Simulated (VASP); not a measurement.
# WS2 in VASP: single point with PBE

Aim: the single point of WS2 with PBE.

Everything below comes from runs of VASP 6.6.1. Logs are shortened: lines on timing, memory, paths and dates and some standing lists are left out, and cuts for length are marked.

## (1) The cell of the first run

The cell holds a slab with vacuum, 12 atoms: a = 3.155 Å, b = 3.155 Å, c = 68.730 Å, α = 90.00°, β = 90.00°, γ = 120.00°.

## (2) Single point, PBE

INCAR

```
ALGO     = Normal         # electronic algorithm
DIPOL    = 0.5 0.5 0.500
EDIFF    = 1E-7           # SCF threshold, eV
ENCUT    = 520            # plane-wave cutoff, eV
GGA      = PE             # functional
IDIPOL   = 3            
ISIF     = 2              # what is computed and relaxed
ISMEAR   = 0              # smearing method
LASPH    = True           # aspherical terms in the spheres
LCHARG   = False          # write CHGCAR
LDIPOL   = True         
LREAL    = False          # projectors in reciprocal space
LWAVE    = False          # write WAVECAR
NBANDS   = 64             # bands
NELM     = 60             # most SCF steps
PREC     = Accurate       # precision mode
SIGMA    = 0.02           # smearing width, eV
```

KPOINTS

```
k-points
0
Gamma
  12 12 1
```

POSCAR

```
WS2
1.0
    3.1554835688      0.0000000000      0.0000000000
   -1.5777417844      2.7327289318      0.0000000000
    0.0000000000      0.0000000000     68.7295161228
S W
8 4
Direct
    0.3333333333      0.6666666667      0.3444570010
    0.3333333333      0.6666666667      0.3903165844
    0.6666666667      0.3333333333      0.4329202829
    0.6666666667      0.3333333333      0.4787316808
    0.3333333333      0.6666666667      0.5212683192
    0.3333333333      0.6666666667      0.5670797171
    0.6666666667      0.3333333333      0.6096834156
    0.6666666667      0.3333333333      0.6555429990
    0.6666666667      0.3333333333      0.3674006986
    0.3333333333      0.6666666667      0.4558262679
    0.6666666667      0.3333333333      0.5441737321
    0.3333333333      0.6666666667      0.6325993014
```

Potentials or basis: VASP PAW PBE potentials, release 64 (S, W_sv).

Run with:

```bash
$ cat potpaw_PBE.64/S/POTCAR potpaw_PBE.64/W_sv/POTCAR > POTCAR
$ mpirun -np 1 vasp_std > vasp.out
```

OUTCAR:

```text
EDIFF = 1E-7
   ENCUT = 520
   GGA = PE
   ISIF = 2
   ISMEAR = 0
   LASPH = True
   LREAL = False
   NELM = 60
   PREC = Accurate

 ion  position               nearest neighbor table
   1  0.333  0.667  0.344-   9 2.41   9 2.41   9 2.41
   2  0.333  0.667  0.390-   9 2.41   9 2.41   9 2.41
   3  0.667  0.333  0.433-  10 2.41  10 2.41  10 2.41
   4  0.667  0.333  0.479-  10 2.41  10 2.41  10 2.41
   5  0.333  0.667  0.521-  11 2.41  11 2.41  11 2.41
   6  0.333  0.667  0.567-  11 2.41  11 2.41  11 2.41
   7  0.667  0.333  0.610-  12 2.41  12 2.41  12 2.41
   8  0.667  0.333  0.656-  12 2.41  12 2.41  12 2.41
   9  0.667  0.333  0.367-   2 2.41   2 2.41   2 2.41   1 2.41   1 2.41   1 2.41
  10  0.333  0.667  0.456-   4 2.41   4 2.41   4 2.41   3 2.41   3 2.41   3 2.41
  11  0.667  0.333  0.544-   5 2.41   5 2.41   5 2.41   6 2.41   6 2.41   6 2.41
  12  0.333  0.667  0.633-   7 2.41   7 2.41   7 2.41   8 2.41   8 2.41   8 2.41

  LATTYP: Found a hexagonal cell.
 ALAT       =     3.1554835688
 C/A-ratio  =    21.7809773444

  Lattice vectors:

 A1 = (   3.1554835688,   0.0000000000,   0.0000000000)
 A2 = (  -1.5777417844,   2.7327289318,   0.0000000000)
 A3 = (   0.0000000000,   0.0000000000,  68.7295161228)

Analysis of symmetry for initial positions (statically):
=====================================================================
 Subroutine PRICEL returns:
 Original cell was already a primitive cell.

 Routine SETGRP: Setting up the symmetry group for a
 hexagonal supercell.

 Subroutine GETGRP returns: Found 12 space group operations
 (whereof 12 operations were pure point group operations)
 out of a pool of 24 trial point group operations.

The static configuration has the point symmetry D_3d.

Analysis of symmetry for dynamics (positions and initial velocities):
=====================================================================
 Subroutine PRICEL returns:
 Original cell was already a primitive cell.

 Routine SETGRP: Setting up the symmetry group for a
 hexagonal supercell.

 Subroutine GETGRP returns: Found 12 space group operations
 (whereof 12 operations were pure point group operations)
 out of a pool of 24 trial point group operations.

The dynamic configuration has the point symmetry D_3d.

 Subroutine INISYM returns: Found 12 space group operations
 (whereof 12 operations are pure point group operations),
 and found     1 'primitive' translations

----------------------------------------------------------------------------------------

                                     Primitive cell

  volume of cell :     592.6602

  direct lattice vectors                    reciprocal lattice vectors
     3.155483569  0.000000000  0.000000000     0.316908638  0.182967287  0.000000000
    -1.577741784  2.732728932  0.000000000     0.000000000  0.365934575  0.000000000
     0.000000000  0.000000000 68.729516123     0.000000000  0.000000000  0.014549790

  length of vectors
     3.155483569  3.155483569 68.729516123     0.365934575  0.365934575  0.014549790

  position of ions in fractional coordinates (direct lattice)
     0.333333333  0.666666667  0.344457001
     0.333333333  0.666666667  0.390316584
     0.666666667  0.333333333  0.432920283
     0.666666667  0.333333333  0.478731681
     0.333333333  0.666666667  0.521268319
     0.333333333  0.666666667  0.567079717
     0.666666667  0.333333333  0.609683416
     0.666666667  0.333333333  0.655542999
     0.666666667  0.333333333  0.367400699
     0.333333333  0.666666667  0.455826268
     0.666666667  0.333333333  0.544173732
     0.333333333  0.666666667  0.632599301

  ion indices of the primitive-cell ions
   primitive index   ion index
                 1           1
                 2           2
                 3           3
                 4           4
                 5           5
                 6           6
                 7           7
                 8           8
                 9           9
                10          10
                11          11
                12          12

----------------------------------------------------------------------------------------

 KPOINTS: k-points

Automatic generation of k-mesh.
 Grid dimensions read from file:
 generate k-points for:   12   12    1

 Generating k-lattice:

  Cartesian coordinates                     Fractional coordinates (reciprocal lattice)
     0.026409053  0.015247274  0.000000000     0.083333333  0.000000000  0.000000000
     0.000000000  0.030494548  0.000000000     0.000000000  0.083333333  0.000000000
     0.000000000  0.000000000  0.014549790     0.000000000  0.000000000  1.000000000

  Length of vectors
     0.030494548  0.030494548  0.014549790

  Shift w.r.t. Gamma in fractional coordinates (k-lattice)
     0.000000000  0.000000000  0.000000000

 Subroutine IBZKPT returns following result:
 ===========================================

 Found     19 irreducible k-points:

 Following reciprocal coordinates:
            Coordinates               Weight
  0.000000  0.000000  0.000000      1.000000
  0.083333  0.000000  0.000000      6.000000
  0.166667 -0.000000  0.000000      6.000000
  0.250000  0.000000  0.000000      6.000000
  0.333333  0.000000  0.000000      6.000000
  0.416667  0.000000  0.000000      6.000000
[... 11 lines left out ...]
  0.333333  0.250000  0.000000     12.000000
  0.333333  0.333333  0.000000      2.000000
   k-points           NKPTS =     19   k-points in BZ     NKDIM =     19   number of bands    NBANDS=     64
   number of dos      NEDOS =    301   number of ions     NIONS =     12
   total plane-waves  NPLWV = 294912
   dimension x,y,z NGX =    24 NGY =   24 NGZ =  512
   dimension x,y,z NGXF=    48 NGYF=   48 NGZF= 1024
   ions per type =               8   4
   NGX,Y,Z   is equivalent  to a cutoff of  12.64, 12.64, 12.38 a.u.
   NGXF,Y,Z  is equivalent  to a cutoff of  25.29, 25.29, 24.77 a.u.
 SYSTEM =  unknown system
   PREC   = accura    normal or accurate (medium, high low for compatibility)
   ISTART =      0    job   : 0-new  1-cont  2-samecut
   ICHARG =      2    charge: 1-file 2-atom 10-const
   ISPIN  =      1    spin polarized calculation?
   LNONCOLLINEAR =      F non collinear calculations
   LSORBIT =      F    spin-orbit coupling
   LASPH  =      T    aspherical Exc in radial PAW
   ENCUT  =  520.0 eV  38.22 Ry    6.18 a.u.   5.87  5.87127.79*2*pi/ulx,y,z
   NELM   =     60;   NELMIN=  2; NELMDL= -5     # of ELM steps
   EDIFF  = 0.1E-06   stopping-criterion for ELM
   LREAL  =      F    real-space projection
   EDIFFG = 0.1E-05   stopping-criterion for IOM
   NSW    =      0    number of steps for IOM
   IBRION =     -1    ionic relax: 0-MD 1-quasi-New 2-CG
   NFREE  =      0    steps in history (QN), initial steepest desc. (CG)
   ISIF   =      2    stress and relaxation
   ISYM   =      2    0-nonsym 1-usesym 2-fastsym
   POTIM  = 0.5000    time-step for ionic-motion
   TEBEG  =    0.0;   TEEND  =   0.0 temperature during run
   PSTRESS=    0.0 pullay stress
   NELECT =     104.0000    total number of electrons
   NUPDOWN=      -1.0000    fix difference up-down
   EMIN   =  10.00;   EMAX   =-10.00  energy-range for DOS
   EFERMI =   0.00;   METHOD = LEGACY
   ISMEAR =     0;   SIGMA  =   0.02  broadening in eV -4-tet -1-fermi 0-gaus
   EFERMI_NEDOS =   21; number of points for ismear=-14 and -15
   IALGO  =     38    algorithm
   IMIX   =      4    mixing-type and parameters
     AMIX     =   0.40;   BMIX     =  1.00
     AMIX_MAG =   1.60;   BMIX_MAG =  1.00
  volume/ion in A,a.u.               =      49.39       333.29
  Fermi-wavevector in a.u.,A,eV,Ry     =   0.916538  1.732007 11.429475  0.840043
  Thomas-Fermi vector in A             =   2.041405
   LORBIT       =      0    0 simple, 1 ext, 2 COOP (PROOUT), +10 PAW based schemes
   GGA     = PE    functional components
   LHFCALC =     F    Hartree Fock is set to
   AEXX    =    0.0000 exact exchange contribution
   IVDW    =     0    specifies the selected vdW correction
   LEPSILON=     F    determine dielectric tensor
   LRPA    =     F    only Hartree local field effects (RPA)
 non-spin polarized calculation
 Gauss-broadening in eV      SIGMA  =   0.02
  energy-cutoff  :      520.00
  volume of cell :      592.66
 maximum number of plane-waves:     16024
 NGX is ok and might be reduce to    24
   NGX = 11   NGY = 11   NGZ =255

 number of electron     103.9999988 magnetization

 dipolmoment           0.000000      0.000000      0.000000 electrons x Angstroem

 Free energy of the ion-electron system (eV)
  ---------------------------------------------------
  ext. energy  EPLUGINS =         0.00000000
  ---------------------------------------------------
  free energy    TOTEN  =       -94.44328882 eV

  energy without entropy =      -94.44328882  energy(sigma->0) =      -94.44328882

 E-fermi :  -0.4412     XC(G=0):  -4.0822

 val. band max:       -0.5752166960   @ k =   0.0000   0.0000   0.0000
 cond. band min:       0.4812834709   @ k =   0.1667   0.1667   0.0000
 fundamental gap:      1.0565001669
 Fermi energy:        -0.4412479332

 k-point     1 :       0.0000    0.0000    0.0000
  band No.  band energies     occupation
      1     -75.1612      2.00000
      2     -75.1612      2.00000
      3     -75.1589      2.00000
      4     -75.1588      2.00000
      5     -39.4176      2.00000
      6     -39.4175      2.00000
[... 56 lines left out ...]
     63       1.8786      0.00000
     64       1.8923      0.00000

 k-point     2 :       0.0833    0.0000    0.0000
  band No.  band energies     occupation
      1     -75.1599      2.00000
      2     -75.1599      2.00000
      3     -75.1576      2.00000
      4     -75.1576      2.00000
      5     -39.4131      2.00000
      6     -39.4130      2.00000
[... 1195 lines left out ...]
     63       2.8825      0.00000
     64       2.8825      0.00000

------------------------ aborting loop because EDIFF is reached ----------------------------------------

 vacuum level on the upper side and lower side of the slab       (xc-potential included)        -0.005        -0.005

  FORCE on cell =-STRESS in cart. coord.  units (eV):
  Direction    XX          YY          ZZ          XY          YZ          ZX
  --------------------------------------------------------------------------------------
  -------------------------------------------------------------------------------------
  Total        4.9783936      4.9783936      4.3954708      0.0000000      0.0000000     -0.0000000
  in kB       13.4584192     13.4584192     11.8825655      0.0000000      0.0000000     -0.0000000
  external PRESSURE =      12.9331347 kB  Pullay stress =       0.0000000 kB

 VOLUME and BASIS-vectors are now :
 -----------------------------------------------------------------------------
  energy-cutoff  :      520.00
  volume of cell :      592.66
      direct lattice vectors                 reciprocal lattice vectors
     3.155483569  0.000000000  0.000000000     0.316908638  0.182967287  0.000000000
    -1.577741784  2.732728932  0.000000000     0.000000000  0.365934575  0.000000000
     0.000000000  0.000000000 68.729516123     0.000000000  0.000000000  0.014549790

 POSITION                                       TOTAL-FORCE (eV/Angst)
 -----------------------------------------------------------------------------------
     -0.00000      1.82182     23.67436         0.000000     -0.000000     -0.119366
     -0.00000      1.82182     26.82627        -0.000000     -0.000000     -0.021450
      1.57774      0.91091     29.75440        -0.000000     -0.000000      0.004804
      1.57774      0.91091     32.90300        -0.000000     -0.000000     -0.007296
     -0.00000      1.82182     35.82652        -0.000000      0.000000      0.007296
     -0.00000      1.82182     38.97511         0.000000      0.000000     -0.004804
      1.57774      0.91091     41.90325        -0.000000      0.000000      0.021450
      1.57774      0.91091     45.05515         0.000000      0.000000      0.119366
      1.57774      0.91091     25.25127        -0.000000      0.000000     -0.089913
     -0.00000      1.82182     31.32872         0.000000     -0.000000     -0.001829
      1.57774      0.91091     37.40080        -0.000000     -0.000000      0.001829
     -0.00000      1.82182     43.47824        -0.000000     -0.000000      0.089913
 -----------------------------------------------------------------------------------
    total drift:                               -0.000000     -0.000000      0.000000

  FREE ENERGIE OF THE ION-ELECTRON SYSTEM (eV)
  ---------------------------------------------------
  free  energy   TOTEN  =       -94.4432888172 eV

  energy  without entropy=      -94.4432888172  energy(sigma->0) =      -94.44328882

 vacuum level on the upper side and lower side of the slab         4.488         4.488
```

It took 35 min on 1 thread of Oxide Virtual Turin-like, shared host; peak memory 0.88 GiB.

What came out:

```
Free energy            : -94.4433 eV
Largest force          : 0.119 eV/Å
Band gap on the k mesh : 1.06 eV (least direct gap 1.85 eV)
```

Forces on the atoms (eV/Å):
```
S    0.000  0.000 -0.119
S    0.000  0.000 -0.021
S    0.000  0.000  0.005
S    0.000  0.000 -0.007
S    0.000  0.000  0.007
S    0.000  0.000 -0.005
S    0.000  0.000  0.021
S    0.000  0.000  0.119
W    0.000  0.000 -0.090
W    0.000  0.000 -0.002
W    0.000  0.000  0.002
W    0.000  0.000  0.090
```

Levels at points of the mesh, in eV from the valence-band top:
```tsv
k point	band 50	band 51	band 52	band 53	band 54	band 55
(0.00, 0.00, 0.00)	-0.57	-0.21	0.00	2.32	2.32	2.32
(0.50, 0.00, 0.00)	-1.60	-1.54	-1.50	2.35	2.37	2.39
```

Caveat: spin-orbit coupling is left out, which moves the levels of the heavy elements.
